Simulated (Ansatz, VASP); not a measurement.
One calculation of Sn3Te, two programs

```
CELL_PARAMETERS angstrom
4.92965 0.00000 0.00000
0.00000 4.92965 0.00000
0.00000 0.00000 4.92965
ATOMIC_POSITIONS crystal
Te 0.00000 0.00000 0.00000
Sn 0.00000 0.50000 0.50000
Sn 0.50000 0.00000 0.50000
Sn 0.50000 0.50000 0.00000
```

Alike in both runs: task single point; functional PBE; k mesh 6 × 6 × 6; occupations fermi-dirac, width 0.05 eV; no spin polarisation.

```csv
,VASP,Ansatz
version,VASP 6.6.1,Ansatz 0.2.0
potentials or method,"VASP PAW PBE potentials, release 64 (Te, Sn_d)",Ansatz PAW
plane-wave cutoff (eV),520,420
valence electrons in the cell,48,58
```

|  | VASP | Ansatz | Ansatz less VASP |
| --- | --- | --- | --- |
| gap on the k mesh at the Fermi level (eV) | none | none | - |
| pressure (GPa) | -1.3 | -1.3 | +0.05 |

A gap of «none» marks a metal or a gap that the smearing closes. The functional is the same, so the differences come from potentials, cutoffs and numerics. VASP's potentials hold 48 valence electrons a cell and Ansatz's 58, so a difference there can come from the potentials and not from the codes.

Spin-orbit coupling is off throughout.
